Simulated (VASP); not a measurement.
ScTaN:

```
CELL_PARAMETERS angstrom
3.08507 0.00000 0.00000
-1.54253 2.67175 0.00000
0.00000 0.00000 10.34014
ATOMIC_POSITIONS crystal
Ta 0.33333 0.66667 0.24563
Ta 0.66667 0.33333 0.75437
Sc 0.00000 0.00000 0.00000
Sc 0.00000 0.00000 0.50000
N 0.33333 0.66667 0.62984
N 0.66667 0.33333 0.37016
```

```yaml
Program: VASP 6.6.1
Task: relaxation of cell and atoms
Functional: PBEsol
Dispersion: D3(BJ)
Potentials_or_basis: VASP PAW PBE potentials, release 64 (Ta_pv, Sc_sv, N)
Cutoff: 600 eV
k_mesh: 10 × 10 × 3
Occupations: fermi-dirac, width 0.05 eV
Spin: no spin polarisation
```

At the start: pressure -11.3 GPa; volume 14.20 Å³/atom.

Problem. Where does the relaxation end?

Solution. Over 14 steps the energy falls by 29.6 meV/atom and the volume is 13.39 Å³/atom (-5.7 %); space group P-3m1 (No. 164, to 0.05 Å).

Step by step:
| step | energy change (eV) | largest force (eV/Å) | pressure (GPa) | volume (Å³) |
| --- | --- | --- | --- | --- |
| 1 | 0.0000 | 0.3137 | -11.33 | 85.23 |
| 2 | 0.3913 | 1.7900 | 26.11 | 73.43 |
| 3 | -0.1712 | 0.3076 | -0.49 | 80.80 |
| 4 | -0.1713 | 0.3244 | -0.23 | 80.69 |
| 5 | -0.1713 | 0.3389 | 0.02 | 80.60 |
| 6 | -0.1768 | 0.0975 | 0.20 | 80.32 |
| 7 | -0.1768 | 0.0994 | 0.19 | 80.32 |
| 8 | -0.1775 | 0.0591 | -0.27 | 80.46 |
| 9 | -0.1776 | 0.0502 | -0.38 | 80.49 |
| 10 | -0.1779 | 0.0149 | 0.00 | 80.34 |
| 11 | -0.1779 | 0.0137 | 0.00 | 80.35 |
| 12 | -0.1779 | 0.0130 | 0.00 | 80.36 |
| 13 | -0.1779 | 0.0137 | -0.01 | 80.36 |
| 14 | -0.1779 | 0.0039 | -0.03 | 80.35 |

Final structure:
```yaml
crystal:
  lattice:
    - [3.02792, 0.00000, 0.00000]
    - [-1.51396, 2.62225, 0.00000]
    - [0.00000, 0.00000, 10.11951]
  atoms:
    - { symbol: Ta, position: [0.33333, 0.66667, 0.24419] }
    - { symbol: Ta, position: [0.66667, 0.33333, 0.75581] }
    - { symbol: Sc, position: [0.00000, 0.00000, 0.00000] }
    - { symbol: Sc, position: [0.00000, 0.00000, 0.50000] }
    - { symbol: N, position: [0.33333, 0.66667, 0.63032] }
    - { symbol: N, position: [0.66667, 0.33333, 0.36968] }
```

Caveat: the PAW data sets were made with another functional, which shifts forces and pressure a little; pairwise dispersion overbinds metals, which lowers pressure and volume.
